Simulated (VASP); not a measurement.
# P (Cmce) in VASP: a series of runs

The runs below take P through single point, with RPBE.

Program: VASP 6.6.1. These are calculated values, not measurements. Logs are shortened: lines on timing, memory, paths and dates and some standing lists are left out, and cuts for length are marked.

## Step 1: The cell of the first run

The structure is orthorhombic, space group Cmce (No. 64). Conventional cell: a = 3.328 Å, b = 14.395 Å, c = 4.750 Å, α = 90.00°, β = 90.00°, γ = 90.00°. Within 3.0 Å of P (site symmetry m) lie 3 P at 2.24 to 2.27 Å.

## Step 2: Single point, RPBE

Input file INCAR:

```
PREC = Accurate ; ENCUT = 520
EDIFF = 1E-6 ; ISMEAR = -1
SIGMA = 0.05 ; LREAL = F
LASPH = T ; NELM = 80
ALGO = Normal ; ISIF = 2
LWAVE = F ; LCHARG = T
GGA = RP ; LELF = T
LVHAR = T ; NBANDS = 18
```

Input file KPOINTS:

```
Automatic mesh
0
Gamma
  9 9 6
```

Input file POSCAR:

```
P
1.0
    1.6641852675     -7.1972524034      0.0000000000
    1.6641852675      7.1972524034      0.0000000000
    0.0000000000      0.0000000000      4.7498317597
P
4
Direct
    0.0728398213      0.9271601787      0.9074116460
    0.5728398213      0.4271601787      0.5925883540
    0.9271601787      0.0728398213      0.0925883540
    0.4271601787      0.5728398213      0.4074116460
```

Potentials or basis: VASP PAW PBE potentials, release 64 (P).

The run is started by

```console
$ cat potpaw_PBE.64/P/POTCAR > POTCAR
$ mpirun -np 1 vasp_std > vasp.out
```

OUTCAR:

```text
PREC = Accurate
   ENCUT = 520
   EDIFF = 1E-6
   ISMEAR = -1
   LREAL = F
   LASPH = T
   NELM = 80
   ISIF = 2
   GGA = RP

 ion  position               nearest neighbor table
   1  0.073  0.927  0.907-   2 2.24   2 2.24   3 2.27
   2  0.573  0.427  0.593-   1 2.24   1 2.24   4 2.27
   3  0.927  0.073  0.093-   4 2.24   4 2.24   1 2.27
   4  0.427  0.573  0.407-   3 2.24   3 2.24   2 2.27

  LATTYP: Found a base centered orthorhombic cell.
 ALAT       =     3.3283705350
 B/A-ratio  =     4.3247903608
 C/A-ratio  =     1.4270742124

  Lattice vectors:

 A1 = (   1.6641852675,  -7.1972524034,   0.0000000000)
 A2 = (   1.6641852675,   7.1972524034,   0.0000000000)
 A3 = (   0.0000000000,   0.0000000000,   4.7498317597)

Analysis of symmetry for initial positions (statically):
=====================================================================
 Subroutine PRICEL returns:
 Original cell was already a primitive cell.

 Routine SETGRP: Setting up the symmetry group for a
 base centered orthorhombic supercell.

 Subroutine GETGRP returns: Found  8 space group operations
 (whereof  4 operations were pure point group operations)
 out of a pool of  8 trial point group operations.

The static configuration has the point symmetry C_2h.
 The point group associated with its full space group is D_2h.

Analysis of symmetry for dynamics (positions and initial velocities):
=====================================================================
 Subroutine PRICEL returns:
 Original cell was already a primitive cell.

 Routine SETGRP: Setting up the symmetry group for a
 base centered orthorhombic supercell.

 Subroutine GETGRP returns: Found  8 space group operations
 (whereof  4 operations were pure point group operations)
 out of a pool of  8 trial point group operations.

The dynamic configuration has the point symmetry C_2h.
 The point group associated with its full space group is D_2h.

 Subroutine INISYM returns: Found  8 space group operations
 (whereof  4 operations are pure point group operations),
 and found     1 'primitive' translations

----------------------------------------------------------------------------------------

                                     Primitive cell

  volume of cell :     113.7828

  direct lattice vectors                    reciprocal lattice vectors
[... 90 lines left out ...]
   NELM   =     80;   NELMIN=  2; NELMDL= -5     # of ELM steps
   EDIFF  = 0.1E-05   stopping-criterion for ELM
   LREAL  =      F    real-space projection
   EDIFFG = 0.1E-04   stopping-criterion for IOM
   NSW    =      0    number of steps for IOM
   IBRION =     -1    ionic relax: 0-MD 1-quasi-New 2-CG
   NFREE  =      0    steps in history (QN), initial steepest desc. (CG)
   ISIF   =      2    stress and relaxation
   ISYM   =      2    0-nonsym 1-usesym 2-fastsym
   POTIM  = 0.5000    time-step for ionic-motion
   TEBEG  =    0.0;   TEEND  =   0.0 temperature during run
   PSTRESS=    0.0 pullay stress
   NELECT =      20.0000    total number of electrons
   NUPDOWN=      -1.0000    fix difference up-down
   EMIN   =  10.00;   EMAX   =-10.00  energy-range for DOS
   EFERMI =   0.00;   METHOD = LEGACY
   ISMEAR =    -1;   SIGMA  =   0.05  broadening in eV -4-tet -1-fermi 0-gaus
   EFERMI_NEDOS =   21; number of points for ismear=-14 and -15
   IALGO  =     38    algorithm
   IMIX   =      4    mixing-type and parameters
     AMIX     =   0.40;   BMIX     =  1.00
     AMIX_MAG =   1.60;   BMIX_MAG =  1.00
  volume/ion in A,a.u.               =      28.45       191.96
  Fermi-wavevector in a.u.,A,eV,Ry     =   0.917049  1.732972 11.442216  0.840979
  Thomas-Fermi vector in A             =   2.041974
   LORBIT       =      0    0 simple, 1 ext, 2 COOP (PROOUT), +10 PAW based schemes
   GGA     = RP    functional components
   LHFCALC =     F    Hartree Fock is set to
   AEXX    =    0.0000 exact exchange contribution
   IVDW    =     0    specifies the selected vdW correction
   LEPSILON=     F    determine dielectric tensor
   LRPA    =     F    only Hartree local field effects (RPA)
 non-spin polarized calculation
  energy-cutoff  :      520.00
  volume of cell :      113.78
 maximum number of plane-waves:      3084
   NGX = 27   NGY = 27   NGZ = 17

 number of electron      19.9999999 magnetization

 Free energy of the ion-electron system (eV)
  ---------------------------------------------------
  ext. energy  EPLUGINS =         0.00000000
  ---------------------------------------------------
  free energy    TOTEN  =       -20.35396192 eV

  energy without entropy =      -20.35395952  energy(sigma->0) =      -20.35396072

 E-fermi :   2.9282     XC(G=0):  -7.4168

 val. band max:        2.4454333214   @ k =  -0.4444   0.4444   0.0000
 cond. band min:       3.3588524768   @ k =  -0.4444   0.4444   0.0000
 fundamental gap:      0.9134191554
 Fermi energy:         2.9281706876

 k-point     1 :       0.0000    0.0000    0.0000
  band No.  band energies     occupation
      1     -12.2799      2.00000
      2      -9.9158      2.00000
      3      -6.7872      2.00000
      4      -3.1047      2.00000
      5      -2.3708      2.00000
      6      -1.8207      2.00000
[... 481 lines left out ...]
      5      -2.5241      2.00000
      6      -1.7722      2.00000
[... 10 lines left out ...]
     17       8.1890      0.00000
     18       9.2977      0.00000

 [... further k-points ...]

------------------------ aborting loop because EDIFF is reached ----------------------------------------

  FORCE on cell =-STRESS in cart. coord.  units (eV):
  Direction    XX          YY          ZZ          XY          YZ          ZX
  --------------------------------------------------------------------------------------
  -------------------------------------------------------------------------------------
  Total       -0.4559415     -0.1192609     -0.2835150      0.0000000      0.0000000      0.0000000
  in kB       -6.4201185     -1.6793152     -3.9921792      0.0000000      0.0000000      0.0000000
  external PRESSURE =      -4.0305376 kB  Pullay stress =       0.0000000 kB

 VOLUME and BASIS-vectors are now :
 -----------------------------------------------------------------------------
  energy-cutoff  :      520.00
  volume of cell :      113.78
      direct lattice vectors                 reciprocal lattice vectors
     1.664185267 -7.197252403  0.000000000     0.300447318 -0.069470955  0.000000000
     1.664185267  7.197252403  0.000000000     0.300447318  0.069470955  0.000000000
     0.000000000  0.000000000  4.749831760     0.000000000  0.000000000  0.210533773

 POSITION                                       TOTAL-FORCE (eV/Angst)
 -----------------------------------------------------------------------------------
      1.66419      6.14876      4.31005         0.000000      0.033342     -0.066201
      1.66419     -1.04849      2.81469         0.000000      0.033342      0.066201
      1.66419     -6.14876      0.43978         0.000000     -0.033342      0.066201
      1.66419      1.04849      1.93514         0.000000     -0.033342     -0.066201
 -----------------------------------------------------------------------------------
    total drift:                               -0.000000     -0.000000      0.000000

  FREE ENERGIE OF THE ION-ELECTRON SYSTEM (eV)
  ---------------------------------------------------
  free  energy   TOTEN  =       -20.3539619208 eV

  energy  without entropy=      -20.3539595231  energy(sigma->0) =      -20.35396072
```

OSZICAR:

```text
N       E                     dE             d eps       ncg     rms          rms(c)
DAV:   1     0.713022058477E+02    0.71302E+02   -0.76939E+03  3600   0.898E+02
DAV:   2    -0.151965674561E+02   -0.86499E+02   -0.83409E+02  4772   0.150E+02
DAV:   3    -0.203996879782E+02   -0.52031E+01   -0.51676E+01  4838   0.383E+01
DAV:   4    -0.204816901374E+02   -0.82002E-01   -0.81928E-01  4988   0.560E+00
DAV:   5    -0.204839237946E+02   -0.22337E-02   -0.22334E-02  5016   0.852E-01    0.110E+01
DAV:   6    -0.203932499509E+02    0.90674E-01   -0.50096E-02  4682   0.117E+00    0.655E+00
DAV:   7    -0.203526059792E+02    0.40644E-01   -0.10715E-01  4644   0.175E+00    0.237E-01
DAV:   8    -0.203537510759E+02   -0.11451E-02   -0.91221E-03  4078   0.568E-01    0.164E-01
DAV:   9    -0.203539236862E+02   -0.17261E-03   -0.58689E-04  5270   0.159E-01    0.112E-01
DAV:  10    -0.203539683830E+02   -0.44697E-04   -0.31796E-04  3920   0.130E-01    0.454E-02
DAV:  11    -0.203539613574E+02    0.70256E-05   -0.12336E-04  4740   0.761E-02    0.120E-02
DAV:  12    -0.203539619208E+02   -0.56336E-06   -0.65066E-06  4654   0.201E-02
   1 F= -.20353962E+02 E0= -.20353961E+02  d E =-.239763E-05
```

It took 2.2 min on 1 thread of Intel Xeon 6975P-C (Granite Rapids), shared host; peak memory 0.38 GiB.

Results:

| Item | Value |
| --- | --- |
| Free energy | -20.3540 eV |
| Pressure | -0.4 GPa |
| Largest force | 0.074 eV/Å |
| Band gap on the k mesh | 0.91 eV |

Forces in eV/Å, atoms in the order of the input:
```
P    0.000  0.033 -0.066
P    0.000  0.033  0.066
P    0.000 -0.033  0.066
P    0.000 -0.033 -0.066
```

Stress tensor (GPa, compression positive):
```
-0.64  0.00  0.00
 0.00 -0.17  0.00
 0.00  0.00 -0.40
```

Caveat: the PAW data sets were made with another functional, which shifts forces and pressure a little; an odd mesh through Γ misses points on the zone boundary, where band edges can lie.

## Step 3: Single point, RPBE (28.45 Å³/atom)

Input file INCAR:

```
SYSTEM = P
PREC = Accurate
ENCUT = 520
EDIFF = 1E-7
ISMEAR = -1
SIGMA = 0.05
LREAL = .False.
LASPH = .True.
NELM = 60
ALGO = Normal
ISIF = 2
LWAVE = .False.
LCHARG = .False.
GGA = RP
NBANDS = 18
```

Input file KPOINTS:

```
regular mesh
0
Gamma
  9 9 6
  0 0 0
```

POSCAR is that of step 2.

Potentials or basis: VASP PAW PBE potentials, release 64 (P).

The run is started by

```console
$ cat potpaw_PBE.64/P/POTCAR > POTCAR
$ mpirun -np 1 vasp_std > vasp.out
```

Run time: 2.6 min. Hardware: 1 thread of Intel Xeon 6975P-C (Granite Rapids), shared host; peak memory 0.39 GiB.

Results (log left out):

```yaml
Free_energy: -20.3540 eV
Pressure: -0.4 GPa
Largest_force: 0.074 eV/Å
Band_gap_on_the_k_mesh: 0.91 eV
```

Forces in eV/Å, atoms in the order of the input:
```
P    0.000  0.033 -0.066
P    0.000  0.033  0.066
P    0.000 -0.033  0.066
P    0.000 -0.033 -0.066
```

Stress tensor (GPa, compression positive):
```
-0.64  0.00  0.00
 0.00 -0.17  0.00
 0.00  0.00 -0.40
```

Levels at points of the mesh, in eV from the valence-band top:
```
           k point  band 6  band 7  band 8  band 9  band 10  band 11  band 12  band 13  band 14  band 15
(0.00, 0.00, 0.00)   -4.27   -3.27   -1.76   -1.60    -0.09     1.21     1.66     2.56     3.13     5.36
(0.00, 0.00, 0.50)   -2.88   -2.53   -2.53   -1.40    -1.40     2.05     2.05     3.66     3.66     4.13
```

Caveat: the PAW data sets were made with another functional, which shifts forces and pressure a little; an odd mesh through Γ misses points on the zone boundary, where band edges can lie.

## Step 4: Single point, RPBE (29.58 Å³/atom)

This run uses another cell than the first one, of 29.58 Å³/atom.

Input file INCAR:

```
PREC = Accurate ; ENCUT = 520
EDIFF = 1E-6 ; ISMEAR = -1
SIGMA = 0.05 ; LREAL = False
LASPH = True ; NELM = 80
ALGO = Normal ; ISIF = 2
LWAVE = False ; LCHARG = False
GGA = RP ; NBANDS = 18
```

Input file KPOINTS:

```
regular mesh
0
Gamma
  9 9 6
```

Input file POSCAR:

```
P
1.0
    1.6860849535     -7.2919639542      0.0000000000
    1.6860849535      7.2919639542      0.0000000000
    0.0000000000      0.0000000000      4.8123367139
P
4
Direct
    0.0728398213      0.9271601787      0.9074116460
    0.5728398213      0.4271601787      0.5925883540
    0.9271601787      0.0728398213      0.0925883540
    0.4271601787      0.5728398213      0.4074116460
```

The run is started by

```console
$ cat potpaw_PBE.64/P/POTCAR > POTCAR
$ mpirun -np 1 vasp_std > vasp.out
```

Wall time 2.5 min (1 thread of Intel Xeon 6975P-C (Granite Rapids), shared host); peak memory 0.39 GiB.

It converged, with:

```
Free energy            : -20.3176 eV
Pressure               : -2.1 GPa
Largest force          : 0.356 eV/Å
Band gap on the k mesh : 0.95 eV
```

Forces on the atoms (eV/Å):
```
P    0.000  0.256 -0.248
P    0.000  0.256  0.248
P    0.000 -0.256  0.248
P    0.000 -0.256 -0.248
```

Stress tensor (GPa, compression positive):
```
-2.80  0.00  0.00
 0.00 -1.46  0.00
 0.00  0.00 -2.12
```

Levels at points of the mesh, in eV from the valence-band top:
```tsv
k point	band 6	band 7	band 8	band 9	band 10	band 11	band 12	band 13	band 14	band 15
(0.00, 0.00, 0.00)	-4.05	-3.15	-1.71	-1.49	-0.08	1.23	1.69	2.47	3.05	5.34
(0.00, 0.00, 0.50)	-2.78	-2.45	-2.45	-1.35	-1.35	1.96	1.96	3.58	3.58	4.01
```

Caveat: the PAW data sets were made with another functional, which shifts forces and pressure a little; an odd mesh through Γ misses points on the zone boundary, where band edges can lie.
